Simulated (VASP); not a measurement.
# Na (Fd-3m) in VASP: further runs

Na is run at these levels: PBEsol; tasks: single point.

All numbers are computed with VASP 6.6.1; they aren't measurements. Logs are shortened: lines on timing, memory, paths and dates and some standing lists are left out, and cuts for length are marked.

**1. The cell of the first run**

The structure is cubic, space group Fd-3m (No. 227). The conventional cell has a = 7.481 Å, b = 7.481 Å, c = 7.481 Å, α = 90.00°, β = 90.00°, γ = 90.00°. Within 4.3 Å of Na (site symmetry -43m) lie 4 Na at 3.24 Å.

**2. Single point, PBEsol**

Input file INCAR:

```
SYSTEM = Na
PREC = Accurate
ENCUT = 520
EDIFF = 1E-6
ISMEAR = -1
SIGMA = 0.08
LREAL = .False.
LASPH = .True.
NELM = 60
ALGO = Normal
ISIF = 2
LWAVE = .False.
LCHARG = .False.
GGA = PS
NBANDS = 14
```

Input file KPOINTS:

```
regular mesh
0
Gamma
  9 9 9
  0 0 0
```

Input file POSCAR:

```
Na
1.0
    0.0000000000      3.7405938466      3.7405938466
    3.7405938466      0.0000000000      3.7405938466
    3.7405938466      3.7405938466      0.0000000000
Na
2
Direct
   -0.1250000000     -0.1250000000     -0.1250000000
    0.1250000000      0.1250000000      0.1250000000
```

Potentials or basis: VASP PAW PBE potentials, release 64 (Na_pv).

The run is started by

```
cat potpaw_PBE.64/Na_pv/POTCAR > POTCAR
mpirun -np 1 vasp_std > vasp.out
```

OUTCAR:

```text
SYSTEM = Na
   PREC = Accurate
   ENCUT = 520
   EDIFF = 1E-6
   ISMEAR = -1
   LREAL = .False.
   LASPH = .True.
   NELM = 60
   ISIF = 2
   GGA = PS

 ion  position               nearest neighbor table
   1  0.875  0.875  0.875-
   2  0.125  0.125  0.125-

  LATTYP: Found a face centered cubic cell.
 ALAT       =     7.4811876932

  Lattice vectors:

 A1 = (   0.0000000000,   3.7405938466,   3.7405938466)
 A2 = (   3.7405938466,   0.0000000000,   3.7405938466)
 A3 = (   3.7405938466,   3.7405938466,   0.0000000000)

Analysis of symmetry for initial positions (statically):
=====================================================================
 Subroutine PRICEL returns:
 Original cell was already a primitive cell.

 Routine SETGRP: Setting up the symmetry group for a
 face centered cubic supercell.

 Subroutine GETGRP returns: Found 48 space group operations
 (whereof 12 operations were pure point group operations)
 out of a pool of 48 trial point group operations.

The static configuration has the point symmetry D_3d.
 The point group associated with its full space group is O_h .

Analysis of symmetry for dynamics (positions and initial velocities):
=====================================================================
 Subroutine PRICEL returns:
 Original cell was already a primitive cell.

 Routine SETGRP: Setting up the symmetry group for a
 face centered cubic supercell.

 Subroutine GETGRP returns: Found 48 space group operations
 (whereof 12 operations were pure point group operations)
 out of a pool of 48 trial point group operations.

The dynamic configuration has the point symmetry D_3d.
 The point group associated with its full space group is O_h .

 Subroutine INISYM returns: Found 48 space group operations
 (whereof 12 operations are pure point group operations),
 and found     1 'primitive' translations

----------------------------------------------------------------------------------------

                                     Primitive cell

  volume of cell :     104.6771

  direct lattice vectors                    reciprocal lattice vectors
     0.000000000  3.740593847  3.740593847    -0.133668615  0.133668615  0.133668615
     3.740593847  0.000000000  3.740593847     0.133668615 -0.133668615  0.133668615
     3.740593847  3.740593847  0.000000000     0.133668615  0.133668615 -0.133668615

  length of vectors
     5.289998549  5.289998549  5.289998549     0.231520833  0.231520833  0.231520833

  position of ions in fractional coordinates (direct lattice)
     0.875000000  0.875000000  0.875000000
     0.125000000  0.125000000  0.125000000

  ion indices of the primitive-cell ions
   primitive index   ion index
                 1           1
                 2           2

----------------------------------------------------------------------------------------

 KPOINTS: regular mesh

Automatic generation of k-mesh.
 Grid dimensions read from file:
 generate k-points for:    9    9    9

 Generating k-lattice:

  Cartesian coordinates                     Fractional coordinates (reciprocal lattice)
    -0.014852068  0.014852068  0.014852068     0.111111111  0.000000000  0.000000000
     0.014852068 -0.014852068  0.014852068     0.000000000  0.111111111  0.000000000
     0.014852068  0.014852068 -0.014852068     0.000000000  0.000000000  0.111111111

  Length of vectors
     0.025724537  0.025724537  0.025724537

  Shift w.r.t. Gamma in fractional coordinates (k-lattice)
     0.000000000  0.000000000  0.000000000

 Subroutine IBZKPT returns following result:
 ===========================================

 Found     35 irreducible k-points:

 Following reciprocal coordinates:
            Coordinates               Weight
  0.000000  0.000000  0.000000      1.000000
  0.111111  0.000000  0.000000      8.000000
  0.222222  0.000000  0.000000      8.000000
  0.333333  0.000000  0.000000      8.000000
  0.444444  0.000000  0.000000      8.000000
  0.111111  0.111111  0.000000      6.000000
[... 16 lines left out ...]
 -0.333333  0.333333  0.000000     12.000000
  0.444444  0.444444  0.000000      6.000000
 [... further k-points ...]
   k-points           NKPTS =     35   k-points in BZ     NKDIM =     35   number of bands    NBANDS=     14
   number of dos      NEDOS =    301   number of ions     NIONS =      2
   total plane-waves  NPLWV =  64000
   dimension x,y,z NGX =    40 NGY =   40 NGZ =   40
   dimension x,y,z NGXF=    80 NGYF=   80 NGZF=   80
   ions per type =               2
   NGX,Y,Z   is equivalent  to a cutoff of  12.57, 12.57, 12.57 a.u.
   NGXF,Y,Z  is equivalent  to a cutoff of  25.14, 25.14, 25.14 a.u.
 SYSTEM =  Na
   PREC   = accura    normal or accurate (medium, high low for compatibility)
   ISTART =      0    job   : 0-new  1-cont  2-samecut
   ICHARG =      2    charge: 1-file 2-atom 10-const
   ISPIN  =      1    spin polarized calculation?
   LNONCOLLINEAR =      F non collinear calculations
   LSORBIT =      F    spin-orbit coupling
   LASPH  =      T    aspherical Exc in radial PAW
   ENCUT  =  520.0 eV  38.22 Ry    6.18 a.u.   9.84  9.84  9.84*2*pi/ulx,y,z
   NELM   =     60;   NELMIN=  2; NELMDL= -5     # of ELM steps
   EDIFF  = 0.1E-05   stopping-criterion for ELM
   LREAL  =      F    real-space projection
   EDIFFG = 0.1E-04   stopping-criterion for IOM
   NSW    =      0    number of steps for IOM
   IBRION =     -1    ionic relax: 0-MD 1-quasi-New 2-CG
   NFREE  =      0    steps in history (QN), initial steepest desc. (CG)
   ISIF   =      2    stress and relaxation
   ISYM   =      2    0-nonsym 1-usesym 2-fastsym
   POTIM  = 0.5000    time-step for ionic-motion
   TEBEG  =    0.0;   TEEND  =   0.0 temperature during run
   PSTRESS=    0.0 pullay stress
   NELECT =      14.0000    total number of electrons
   NUPDOWN=      -1.0000    fix difference up-down
   EMIN   =  10.00;   EMAX   =-10.00  energy-range for DOS
   EFERMI =   0.00;   METHOD = LEGACY
   ISMEAR =    -1;   SIGMA  =   0.08  broadening in eV -4-tet -1-fermi 0-gaus
   EFERMI_NEDOS =   21; number of points for ismear=-14 and -15
   IALGO  =     38    algorithm
   IMIX   =      4    mixing-type and parameters
     AMIX     =   0.40;   BMIX     =  1.00
     AMIX_MAG =   1.60;   BMIX_MAG =  1.00
  volume/ion in A,a.u.               =      52.34       353.20
  Fermi-wavevector in a.u.,A,eV,Ry     =   0.837208  1.582095  9.536569  0.700918
  Thomas-Fermi vector in A             =   1.951060
   LORBIT       =      0    0 simple, 1 ext, 2 COOP (PROOUT), +10 PAW based schemes
   GGA     = PS    functional components
   LHFCALC =     F    Hartree Fock is set to
   AEXX    =    0.0000 exact exchange contribution
   IVDW    =     0    specifies the selected vdW correction
   LEPSILON=     F    determine dielectric tensor
   LRPA    =     F    only Hartree local field effects (RPA)
 non-spin polarized calculation
  energy-cutoff  :      520.00
  volume of cell :      104.68
 maximum number of plane-waves:      2838
   NGX = 19   NGY = 19   NGZ = 19

 number of electron      14.0000008 magnetization

 Free energy of the ion-electron system (eV)
  ---------------------------------------------------
  ext. energy  EPLUGINS =         0.00000000
  ---------------------------------------------------
  free energy    TOTEN  =        -2.10284462 eV

  energy without entropy =       -2.08109579  energy(sigma->0) =       -2.09197020

 E-fermi :  -0.5462     XC(G=0):  -5.6036

 val. band max:       -0.5751367415   @ k =  -0.3333   0.4444   0.2222
 cond. band min:      -0.5154728661   @ k =  -0.4444   0.2222   0.0000
 fundamental gap:      0.0596638754
 Fermi energy:        -0.5461968435

 k-point     1 :       0.0000    0.0000    0.0000
  band No.  band energies     occupation
      1     -25.8679      2.00000
      2     -25.8679      2.00000
      3     -25.8679      2.00000
      4     -25.8295      2.00000
      5     -25.8295      2.00000
      6     -25.8295      2.00000
      7      -3.1647      2.00000
      8       4.1497      0.00000
      9       4.1498      0.00000
     10       4.1498      0.00000
     11       4.4611      0.00000
     12       4.4612      0.00000
     13       4.4612      0.00000
     14       6.2106      0.00000

 k-point     2 :       0.1111    0.0000    0.0000
  band No.  band energies     occupation
      1     -25.8684      2.00000
      2     -25.8684      2.00000
      3     -25.8677      2.00000
      4     -25.8297      2.00000
      5     -25.8290      2.00000
      6     -25.8290      2.00000
      7      -3.0638      2.00000
      8       3.0034      0.00000
      9       3.8301      0.00000
     10       3.8302      0.00000
     11       4.7904      0.00000
     12       4.9045      0.00000
     13       4.9045      0.00000
     14       6.0565      0.00000

 k-point     3 :       0.2222    0.0000    0.0000
  band No.  band energies     occupation
      1     -25.8696      2.00000
      2     -25.8696      2.00000
      3     -25.8674      2.00000
      4     -25.8304      2.00000
      5     -25.8278      2.00000
      6     -25.8278      2.00000
      7      -2.7626      2.00000
      8       1.6530      0.00000
      9       3.5523      0.00000
     10       3.5523      0.00000
     11       4.6807      0.00000
     12       5.0010      0.00000
     13       5.0010      0.00000
     14       6.0131      0.00000
[... 324 lines left out ...]
 k-point    23 :      -0.3333    0.3333    0.0000
  band No.  band energies     occupation
      1     -25.8766      2.00000
      2     -25.8739      2.00000
      3     -25.8563      2.00000
      4     -25.8418      2.00000
      5     -25.8237      2.00000
      6     -25.8213      2.00000
      7      -0.8397      1.95028
      8       0.0908      0.00070
      9       0.2252      0.00013
     10       2.4251      0.00000
     11       3.1119      0.00000
     12       6.0043      0.00000
     13       6.5968      0.00000
     14       6.6839      0.00000

 k-point    24 :       0.4444    0.4444    0.0000
  band No.  band energies     occupation
      1     -25.8758      2.00000
      2     -25.8758      2.00000
      3     -25.8525      2.00000
      4     -25.8459      2.00000
      5     -25.8219      2.00000
      6     -25.8219      2.00000
      7      -1.0459      1.99613
      8       0.1097      0.00055
      9       1.9229      0.00000
     10       1.9229      0.00000
     11       2.5535      0.00000
     12       2.5691      0.00000
     13       8.7043      0.00000
     14       8.8386      0.00000

 [... further k-points ...]
[... 5 lines left out ...]
  --------------------------------------------------------------------------------------
  -------------------------------------------------------------------------------------
  Total        0.0075869      0.0075869      0.0075869      0.0000000      0.0000000     -0.0000000
  in kB        0.1161247      0.1161247      0.1161247      0.0000000      0.0000000     -0.0000000
  external PRESSURE =       0.1161247 kB  Pullay stress =       0.0000000 kB

 VOLUME and BASIS-vectors are now :
 -----------------------------------------------------------------------------
  energy-cutoff  :      520.00
  volume of cell :      104.68
      direct lattice vectors                 reciprocal lattice vectors
     0.000000000  3.740593847  3.740593847    -0.133668615  0.133668615  0.133668615
     3.740593847  0.000000000  3.740593847     0.133668615 -0.133668615  0.133668615
     3.740593847  3.740593847  0.000000000     0.133668615  0.133668615 -0.133668615

 POSITION                                       TOTAL-FORCE (eV/Angst)
 -----------------------------------------------------------------------------------
      6.54604      6.54604      6.54604        -0.000000     -0.000000     -0.000000
      0.93515      0.93515      0.93515         0.000000      0.000000      0.000000
 -----------------------------------------------------------------------------------
    total drift:                                0.000000      0.000000     -0.000000

  FREE ENERGIE OF THE ION-ELECTRON SYSTEM (eV)
  ---------------------------------------------------
  free  energy   TOTEN  =        -2.1028446155 eV

  energy  without entropy=       -2.0810957912  energy(sigma->0) =       -2.09197020
```

Wall time 26 s (1 thread of Intel Xeon Platinum 8375C at 2.90GHz (Ice Lake), shared host); peak memory 0.23 GiB.

What came out:

* Free energy: -2.1028 eV
* Pressure: 0.0 GPa
* Band gap on the k mesh: zero (band 7 reaches -0.31 eV, above the bottom of band 8 at -0.76 eV)

Caveat: the PAW data sets were made with another functional, which shifts forces and pressure a little.

(Part 1 of 2 ends here.)
